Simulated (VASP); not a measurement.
Set up this calculation in VASP 6.6.1, as the native input.

```
Task                   : single point
Functional             : PBE
Potentials or basis    : VASP PAW PBE potentials, release 64 (Gd, N)
Cutoff                 : 520 eV
k mesh                 : 10 × 10 × 5
Occupations            : gaussian, width 0.05 eV
Spin                   : collinear spin, antiferromagnetic start
Starting moments       : [7.0, -7.0, 0.0, 0.0] μB
Hubbard terms          : Gd f U = 6.0 eV
Dipole correction      : no
Further INCAR settings : ALGO = Normal; EDIFF = 1e-07; NBANDS = 35
```

The structure of GdN lies in POSCAR:

```
GdN
1.0
    0.0000000000      2.5011167849      2.5011167849
    5.0022335698      2.5011167849      2.5011167849
    5.0022335698      5.0022335698      0.0000000000
Gd N
2 2
Direct
    0.5000000000      0.5000000000      0.0000000000
    0.5000000000      0.5000000000      0.5000000000
    0.0000000000      0.0000000000      0.0000000000
    0.0000000000      0.0000000000      0.5000000000
```

One way to write it, as run:

INCAR

```
SYSTEM = GdN
ALGO = Normal
EDIFF = 1E-7
ENCUT = 520
GGA = PE
ISIF = 2
ISMEAR = 0
ISPIN = 2
LASPH = .TRUE.
LCHARG = .TRUE.
LDAU = .TRUE.
LDAUJ = 0 0
LDAUL = 3 -1
LDAUPRINT = 1
LDAUTYPE = 2
LDAUU = 6 0
LELF = .TRUE.
LMAXMIX = 6
LORBIT = 11
LREAL = .FALSE.
LVHAR = .TRUE.
LWAVE = .FALSE.
MAGMOM = 7 -7 0 0
NBANDS = 35
NELM = 150
PREC = Accurate
SIGMA = 0.05
```

KPOINTS

```
k-points
0
G
  10 10 5
  0 0 0
```

Potentials or basis: VASP PAW PBE potentials, release 64 (Gd, N).

Launch:

```console
$ cat potpaw_PBE.64/Gd/POTCAR potpaw_PBE.64/N/POTCAR > POTCAR
$ mpirun -np 1 vasp_std > vasp.out
```

Results of the run:

| Property | Result |
| --- | --- |
| Pressure | 0.4 GPa |
| Net moment | 0.00 μB per cell |
| Site moments | Gd +6.85, -6.85; N +0.04, -0.04 μB |
| Valence electrons inside the program's atomic spheres | Gd 15.21; N 3.63 |

Run time: 26 min on 1 thread of Oxide Virtual Turin-like Processor, with other jobs on the host, peak memory 0.42 GiB.
